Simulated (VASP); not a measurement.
# AlN (R-3m) in VASP: a series of runs, part 2 of 2

VASP 6.6.1. Earlier steps stand in the parts before.

## Step 4: Electric field gradients, PBE (equal xy, yz and zx shear strains of -2 %)

INCAR

```
  PREC = Accurate
  ENCUT = 520
  EDIFF = 1E-8
  ISMEAR = -1
  SIGMA = 0.02
  LREAL = False
  LASPH = True
  NELM = 80
  ALGO = Normal
  ISIF = 2
  LWAVE = False
  LCHARG = False
  GGA = PE
  LEFG = True
  NBANDS = 11
```

KPOINTS

```
Automatic mesh
0
Gamma
  10 10 10
```

POSCAR

```
AlN
1.0
   -0.0395600000      1.9582200000      1.9582200000
    1.9582200000     -0.0395600000      1.9582200000
    1.9582200000      1.9582200000     -0.0395600000
Al N
1 1
Direct
    0.0000000000      0.0000000000      0.0000000000
    0.5000000000      0.5000000000      0.5000000000
```

Potentials or basis: VASP PAW PBE potentials, release 64 (Al, N).

Launch:

```
cat potpaw_PBE.64/Al/POTCAR potpaw_PBE.64/N/POTCAR > POTCAR
mpirun -np 1 vasp_std > vasp.out
```

OUTCAR:

```text
PREC = Accurate
   ENCUT = 520
   EDIFF = 1E-8
   ISMEAR = -1
   LREAL = False
   LASPH = True
   NELM = 80
   ISIF = 2
   GGA = PE

 ion  position               nearest neighbor table
   1  0.000  0.000  0.000-   2 1.98   2 1.98   2 1.98   2 1.98   2 1.98   2 1.98
   2  0.500  0.500  0.500-   1 1.98   1 1.98   1 1.98   1 1.98   1 1.98   1 1.98

  LATTYP: Found a trigonal (rhomboedric) cell.
 ALAT       =     2.7696238247
 COS(alpha) =     0.4797000918

  Lattice vectors:

 A1 = (  -0.0395600000,   1.9582200000,   1.9582200000)
 A2 = (   1.9582200000,  -0.0395600000,   1.9582200000)
 A3 = (   1.9582200000,   1.9582200000,  -0.0395600000)

Analysis of symmetry for initial positions (statically):
=====================================================================
 Subroutine PRICEL returns:
 Original cell was already a primitive cell.

[... 526 lines left out ...]
  energy-cutoff  :      520.00
  volume of cell :       15.47
      direct lattice vectors                 reciprocal lattice vectors
    -0.039560000  1.958220000  1.958220000    -0.247723953  0.252831664  0.252831664
     1.958220000 -0.039560000  1.958220000     0.252831664 -0.247723953  0.252831664
     1.958220000  1.958220000 -0.039560000     0.252831664  0.252831664 -0.247723953

 POSITION                                       TOTAL-FORCE (eV/Angst)
 -----------------------------------------------------------------------------------
      0.00000      0.00000      0.00000        -0.000000      0.000000     -0.000000
      1.93844      1.93844      1.93844         0.000000     -0.000000      0.000000
 -----------------------------------------------------------------------------------
    total drift:                               -0.000000     -0.000000      0.000000

  FREE ENERGIE OF THE ION-ELECTRON SYSTEM (eV)
  ---------------------------------------------------
  free  energy   TOTEN  =       -14.4242615328 eV

  energy  without entropy=      -14.4242615327  energy(sigma->0) =      -14.42426153

 Electric field gradients (V/A^2)
---------------------------------------------------------------------
 ion       V_xx      V_yy      V_zz      V_xy      V_xz      V_yz
---------------------------------------------------------------------
   1      -0.000     0.000    -0.000     0.310     0.310     0.310
   2       0.000    -0.000    -0.000    -4.266    -4.266    -4.266
---------------------------------------------------------------------

 Electric field gradients after diagonalization (V/A^2)
 (convention: |V_zz| > |V_xx| > |V_yy|)
----------------------------------------------------------------------
 ion       V_xx      V_yy      V_zz     asymmetry (V_yy - V_xx)/ V_zz
----------------------------------------------------------------------
   1      -0.310    -0.310     0.620       0.000
   2       4.266     4.266    -8.532       0.000
----------------------------------------------------------------------

           NMR quadrupolar parameters

 Cq : quadrupolar parameter    Cq=e*Q*V_zz/h
 eta: asymmetry parameters     (V_yy - V_xx)/ V_zz
 Q  : nuclear electric quadrupole moment in mb (millibarn)
----------------------------------------------------------------------
 ion       Cq(MHz)       eta       Q (mb)
----------------------------------------------------------------------
   1       0.001       0.000       1.000
   2      -0.021       0.000       1.000
----------------------------------------------------------------------
```

OSZICAR:

```text
N       E                     dE             d eps       ncg     rms          rms(c)
DAV:   1     0.101330628313E+02    0.10133E+02   -0.40532E+03  2584   0.626E+02
DAV:   2    -0.155613327915E+02   -0.25694E+02   -0.24843E+02  3130   0.141E+02
DAV:   3    -0.162336703386E+02   -0.67234E+00   -0.67143E+00  3048   0.209E+01
DAV:   4    -0.162364531135E+02   -0.27828E-02   -0.27826E-02  2846   0.145E+00
DAV:   5    -0.162364775434E+02   -0.24430E-04   -0.24430E-04  3005   0.125E-01    0.788E+00
DAV:   6    -0.144527999348E+02    0.17837E+01   -0.71825E+00  2846   0.147E+01    0.286E+00
DAV:   7    -0.144295916261E+02    0.23208E-01   -0.22544E-01  2886   0.335E+00    0.186E+00
DAV:   8    -0.144245713769E+02    0.50202E-02   -0.14912E-02  2744   0.106E+00    0.356E-01
DAV:   9    -0.144242175356E+02    0.35384E-03   -0.13930E-03  2894   0.232E-01    0.161E-01
DAV:  10    -0.144242685619E+02   -0.51026E-04   -0.14085E-04  2857   0.856E-02    0.506E-02
DAV:  11    -0.144242617148E+02    0.68471E-05   -0.22629E-05  2978   0.274E-02    0.770E-03
DAV:  12    -0.144242615604E+02    0.15443E-06   -0.70641E-07  2798   0.712E-03    0.130E-03
DAV:  13    -0.144242615386E+02    0.21721E-07   -0.16227E-08  2885   0.836E-04    0.272E-04
DAV:  14    -0.144242615328E+02    0.58808E-08   -0.66735E-10  1483   0.213E-04
   1 F= -.14424262E+02 E0= -.14424262E+02  d E =-.127655E-10
```

It took 27 s on 1 thread of Intel Xeon 8259CL, shared host; peak memory 0.14 GiB.

Results:

- Free energy: -14.4243 eV
- Pressure: 25.4 GPa
- Band gap on the k mesh: 4.60 eV, indirect (least direct gap 6.33 eV)

Stress tensor (GPa, compression positive):
```
25.40  6.68  6.68
 6.68 25.40  6.68
 6.68  6.68 25.40
```

Electric field gradients, principal values (V/Å²):
| atom | least | middle | greatest (by size) |
| --- | --- | --- | --- |
| 1 Al | -0.310 | -0.310 | 0.620 |
| 2 N | 4.266 | 4.266 | -8.532 |

Caveat: the cell differs from its parent crystal (equal xy, yz and zx shear strains of -2 %); without QUAD_EFG the Cq values of the log hold for a quadrupole moment of 1 mb, not for the nuclei.

## Step 5: Overview

| cell | gap on the mesh (eV) | pressure (GPa) |
| --- | --- | --- |
| a = 2.783 Å, angles 60.7°, 2 atoms | 4.90 | 25.3 |
| a = 2.826 Å, angles 58.7°, 2 atoms | 4.73 | 25.4 |
| a = 2.770 Å, angles 61.3°, 2 atoms | 4.60 | 25.4 |

Alike in all rows: task electric field gradients; level PBE; potentials or basis VASP PAW PBE potentials, release 64 (Al, N); no spin polarisation; k mesh 10 × 10 × 10; cutoff (eV) 520; smearing fermi-dirac 0.02 eV.

Total energies depend on the potentials used, so only differences within one code and one set of settings carry meaning.
